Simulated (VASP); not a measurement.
# Si in VASP: a series of runs, part 2 of 2

VASP 6.6.1. Earlier steps stand in the parts before.

### Step 4. Relaxation of cell and atoms, PBE

This run uses another cell than the first one, of 23.43 Å³/atom.

File INCAR:

```
SYSTEM = Si
ALGO = Normal
EDIFF = 1E-6
EDIFFG = -0.04
ENCUT = 600
GGA = PE
IBRION = 2
ISIF = 3
ISMEAR = 0
LASPH = .True.
LCHARG = .False.
LREAL = .False.
LWAVE = .False.
NELM = 60
NSW = 90
PREC = Accurate
SIGMA = 0.1
```

File KPOINTS:

```
k-points
0
Gamma
  6 6 6
  0 0 0
```

File POSCAR:

```
Si
1.0
    5.0966692865      0.0000000000      0.0000000000
   -2.5483346433      4.4138450768      0.0000000000
    0.0000000000      0.0000000000      3.1244798670
Si
3
Direct
    0.0000000000      0.0000000000      0.0000000000
    0.3333333333      0.6666666667      0.5000000000
    0.6666666667      0.3333333333      0.5000000000
```

Potentials or basis: VASP PAW PBE potentials, release 64 (Si).

Run with:

```
> cat potpaw_PBE.64/Si/POTCAR > POTCAR
> mpirun -np 1 vasp_std > vasp.out
```

OUTCAR:

```text
SYSTEM = Si
   EDIFF = 1E-6
   EDIFFG = -0.04
   ENCUT = 600
   GGA = PE
   IBRION = 2
   ISIF = 3
   ISMEAR = 0
   LASPH = .True.
   LREAL = .False.
   NELM = 60
   NSW = 90
   PREC = Accurate

 ion  position               nearest neighbor table
   1  0.000  0.000  0.000-
   2  0.333  0.667  0.500-   3 2.94   3 2.94   3 2.94
   3  0.667  0.333  0.500-   2 2.94   2 2.94   2 2.94

  LATTYP: Found a hexagonal cell.
 ALAT       =     5.0966692865
 C/A-ratio  =     0.6130434783

  Lattice vectors:

 A1 = (   5.0966692865,   0.0000000000,   0.0000000000)
 A2 = (  -2.5483346433,   4.4138450768,   0.0000000000)
 A3 = (   0.0000000000,   0.0000000000,   3.1244798670)

Analysis of symmetry for initial positions (statically):
=====================================================================
 Subroutine PRICEL returns:
 Original cell was already a primitive cell.

 Routine SETGRP: Setting up the symmetry group for a
 hexagonal supercell.

 Subroutine GETGRP returns: Found 24 space group operations
 (whereof 24 operations were pure point group operations)
 out of a pool of 24 trial point group operations.

The static configuration has the point symmetry D_6h.

Analysis of symmetry for dynamics (positions and initial velocities):
=====================================================================
 Subroutine PRICEL returns:
[... 133 lines left out ...]
  Fermi-wavevector in a.u.,A,eV,Ry     =   0.908186  1.716223 11.222111  0.824802
  Thomas-Fermi vector in A             =   2.032082
   LORBIT       =      0    0 simple, 1 ext, 2 COOP (PROOUT), +10 PAW based schemes
   GGA     = PE    functional components
   LHFCALC =     F    Hartree Fock is set to
   AEXX    =    0.0000 exact exchange contribution
   IVDW    =     0    specifies the selected vdW correction
   LEPSILON=     F    determine dielectric tensor
   LRPA    =     F    only Hartree local field effects (RPA)
 conjugate gradient relaxation of ions
 non-spin polarized calculation
 Gauss-broadening in eV      SIGMA  =   0.10
  energy-cutoff  :      600.00
  volume of cell :       70.29
 maximum number of plane-waves:      2376
 NGX is ok and might be reduce to    42

--------------------------------------- Ionic step        1  -------------------------------------------

 number of electron      12.0000001 magnetization

 Free energy of the ion-electron system (eV)
  ---------------------------------------------------
  ext. energy  EPLUGINS =         0.00000000
  ---------------------------------------------------
  free energy    TOTEN  =       -12.90618405 eV

  energy without entropy =      -12.90085508  energy(sigma->0) =      -12.90351957

 E-fermi :   4.8019     XC(G=0):  -9.3191

 val. band max:        4.7908680190   @ k =   0.0000   0.0000   0.1667
 cond. band min:       4.8160843210   @ k =   0.1667   0.1667   0.3333
 fundamental gap:      0.0252163019
 Fermi energy:         4.8019108686
[... 928 lines left out ...]
--------------------------------------- Ionic step        9  -------------------------------------------

 number of electron      12.0000000 magnetization

 Free energy of the ion-electron system (eV)
  ---------------------------------------------------
  ext. energy  EPLUGINS =         0.00000000
  ---------------------------------------------------
  free energy    TOTEN  =       -14.87434943 eV

  energy without entropy =      -14.86609186  energy(sigma->0) =      -14.87022064

 E-fermi :  10.0352     XC(G=0): -11.1134

 val. band max:        9.9748533290   @ k =   0.1667   0.1667   0.5000
 cond. band min:      10.0453984209   @ k =   0.3333   0.1667   0.5000
 fundamental gap:      0.0705450919
 Fermi energy:        10.0351609400
[... 342 lines left out ...]
  FREE ENERGIE OF THE ION-ELECTRON SYSTEM (eV)
  ---------------------------------------------------
  free  energy   TOTEN  =       -14.8743494319 eV

  energy  without entropy=      -14.8660918561  energy(sigma->0) =      -14.87022064

 reached required accuracy - stopping structural energy minimisation
```

OSZICAR:

```text
N       E                     dE             d eps       ncg     rms          rms(c)
DAV:   1     0.175761419314E+02    0.17576E+02   -0.50401E+03   560   0.106E+03
DAV:   2    -0.112936655225E+02   -0.28870E+02   -0.27538E+02   746   0.110E+02
DAV:   3    -0.129369637550E+02   -0.16433E+01   -0.15621E+01   762   0.231E+01
DAV:   4    -0.129638106218E+02   -0.26847E-01   -0.26763E-01   766   0.290E+00
[... 66 lines left out ...]
       N       E                     dE             d eps       ncg     rms          rms(c)
DAV:   1    -0.148745835268E+02   -0.73164E-03   -0.11750E-02   588   0.663E-01    0.108E-01
DAV:   2    -0.148744339526E+02    0.14957E-03   -0.14351E-04   626   0.956E-02    0.603E-02
DAV:   3    -0.148743491758E+02    0.84777E-04   -0.95347E-05   586   0.608E-02    0.168E-02
DAV:   4    -0.148743494319E+02   -0.25612E-06   -0.76166E-07   366   0.842E-03
   9 F= -.14874349E+02 E0= -.14870221E+02  d E =-.111588E-01
```

It took 3.5 min on 1 thread of Intel Xeon 8259CL, shared host; peak memory 0.22 GiB.

What came out:

* Free energy: -14.8743 eV
* Relaxed volume: 14.72 Å³/atom
* Relaxed cell: a = 4.501 Å, b = 4.501 Å, c = 2.517 Å, α = 90.00°, β = 90.00°, γ = 120.00°
* Space group after relaxing (to 0.1 Å): P6/mmm (No. 191)
* Energy gained by relaxing: 656.1 meV/atom
* Ionic steps: 9
* Pressure after relaxing: 0.0 GPa
* Band gap on the k mesh: zero (bands 6 and 7 overlap by 6.32 eV)

The path:
```
step  energy change (eV)  largest force (eV/Å)  pressure (GPa)  volume (Å³)
   1              0.0000                0.0000          -14.97        70.29
   2             -1.6698                0.0000           -8.18        50.27
   3             -1.8756                0.0000           -0.46        44.55
   4             -1.8792                0.0000            1.46        43.66
   5             -1.8627                0.0000            6.12        42.12
   6             -1.9567                0.0000            2.64        42.93
   7             -1.9570                0.0000            2.77        42.88
   8             -1.9677                0.0000           -0.59        44.43
   9             -1.9682                0.0000           -0.02        44.15
```

Final structure:
```
Si
1.0
     4.50065    0.00000    0.00000
    -2.25032    3.89767    0.00000
     0.00000    0.00000    2.51693
Si
3
Cartesian
  -2.2503 3.8977 0.0000
  0.0000 2.5984 1.2585
  2.2503 1.2992 1.2585
```

Caveat: the volume moved by over 15 % at a fixed basis, so the end points are rough.

### Step 5. Single point, PBE

This run uses another cell than the first one: it holds 6 atoms, not 3.

File INCAR:

```
ALGO = Normal
EDIFF = 1E-6
ENCUT = 520
GGA = PE
ISIF = 2
ISMEAR = 0
LASPH = True
LCHARG = False
LREAL = False
LWAVE = False
NBANDS = 21
NELM = 100
PREC = Accurate
SIGMA = 0.1
```

File KPOINTS:

```
k-points
0
Gamma
  10 6 4
```

File POSCAR:

```
Si
1.0
    0.0008548429     -0.0001800218     -2.4794802589
    2.4078670388     -3.9722226384      0.0010014113
   -6.9074160754     -3.7908886707     -0.0022831020
Si
6
Direct
    0.5000129157      0.4999828225      0.5001281693
   -0.5000479298      1.0000144410      0.9998879048
    0.5000412402      0.4999851869      0.8334525345
    0.4999694538      0.0000206740      0.3331938998
    0.4999837968      0.0000352729      0.6665839876
    0.5000405233      0.4999616029      0.1667535041
```

Run with:

```
> cat potpaw_PBE.64/Si/POTCAR > POTCAR
> mpirun -np 1 vasp_std > vasp.out
```

Run time: 4.5 min. Hardware: 1 thread of Intel Xeon 8259CL, shared host; peak memory 0.29 GiB.

It converged, with:

| Property | Result |
| --- | --- |
| Free energy | -30.7524 eV |
| Pressure | -0.1 GPa |
| Band gap on the k mesh | zero (bands 12 and 13 overlap by 3.21 eV) |

Stress tensor (GPa, compression positive):
```
 0.02  0.01  0.00
 0.01 -0.17  0.00
 0.00  0.00 -0.06
```

Levels at points of the mesh, in eV from the Fermi level:
```csv
k point,band 9,band 10,band 11,band 12,band 13,band 14,band 15,band 16
"(0.00, 0.00, 0.00)",-4.47,-4.44,-4.43,0.62,0.62,2.32,2.32,5.32
"(0.50, 0.00, 0.00)",-2.24,-1.18,-1.18,-0.89,-0.89,-0.73,-0.73,0.85
"(0.00, 0.50, 0.00)",-2.93,-2.92,0.56,0.56,2.32,2.32,3.20,3.21
"(0.50, 0.50, 0.00)",-3.72,-3.72,-3.38,-3.37,1.10,1.10,1.83,1.83
"(0.00, 0.00, 0.50)",-2.94,-2.94,-1.58,-1.57,0.19,0.19,4.86,4.86
"(0.50, 0.00, 0.50)",-2.42,-2.42,-1.92,-1.92,-1.67,-1.67,1.69,1.70
"(0.00, 0.50, 0.50)",0.65,0.65,0.97,0.97,1.70,1.70,2.32,2.32
"(0.50, 0.50, 0.50)",-2.93,-2.73,-2.37,-2.31,-1.84,-1.47,1.43,1.69
```

### Step 6. The runs side by side

| task | cell | k mesh | cutoff (eV) | gap on the mesh (eV) | pressure (GPa) |
| --- | --- | --- | --- | --- | --- |
| single point | a = 4.501, b = 4.501, c = 2.515 Å, angles 90.0, 90.0, 120.0°, 3 atoms, atomic positions A | 6 × 6 × 6 | 520 | none | 0.0 |
| single point | a = 5.097, b = 5.097, c = 3.124 Å, angles 90.0, 90.0, 120.0°, 3 atoms, atomic positions A | 6 × 6 × 6 | 520 | none | -15.0 |
| relaxation of cell and atoms | relaxed from a = 5.097, b = 5.097, c = 3.124 Å, angles 90.0, 90.0, 120.0°, 3 atoms, atomic positions A | 6 × 6 × 6 | 600 | none | 0.0 |
| single point | a = 2.479, b = 4.645, c = 7.879 Å, angles 92.5, 90.0, 90.0°, 6 atoms, atomic positions B | 10 × 6 × 4 | 520 | none | -0.1 |

Alike in all rows: level PBE; potentials or basis VASP PAW PBE potentials, release 64 (Si); no spin polarisation; smearing gaussian 0.1 eV.

Caveats: some runs use coarse meshes; the cell stands under tension (at least some runs); the volume moved by over 15 % at a fixed basis, so the end points are rough (at least some runs).

Absolute energies hang on the potentials; compare differences alone.

The gap in the log of VASP goes by the Fermi energy; the results here count the filled bands.